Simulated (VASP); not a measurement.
KI, 2 atoms in the cell. The structure is cubic, space group Fm-3m (No. 225). Conventional cell: a = 7.247 Å, b = 7.247 Å, c = 7.247 Å, α = 90.00°, β = 90.00°, γ = 90.00°. Within 4.8 Å of K (site symmetry m-3m) lie 6 I at 3.62 Å. Within 4.8 Å of I (site symmetry m-3m) lie 6 K at 3.62 Å.  This cell differs from its parent crystal: volume changed by +3%.

```yaml
Program: VASP 6.6.1
Task: single point
Functional: PBE
Potentials_or_basis: VASP PAW PBE potentials, release 64 (K_sv, I)
Cutoff: 520 eV
k_mesh: 6 × 6 × 6
Occupations: gaussian, width 0.01 eV
Spin: no spin polarisation
Dipole_correction: no
Further_INCAR_settings: ALGO = Normal; EDIFF = 1e-06; NBANDS = 15
```

Potentials or basis: VASP PAW PBE potentials, release 64 (K_sv, I).

Command:

```sh
$ cat potpaw_PBE.64/K_sv/POTCAR potpaw_PBE.64/I/POTCAR > POTCAR
$ mpirun -np 1 vasp_std > vasp.out
```

Hardware: 1 thread of AMD EPYC 7R13, with other jobs on the host.

Question: How long does it take, and how much memory?

Answer: Run time: 40 s on 1 thread of AMD EPYC 7R13, on a shared host, peak memory 0.21 GiB. Counts: scf iterations 12, k points 16.
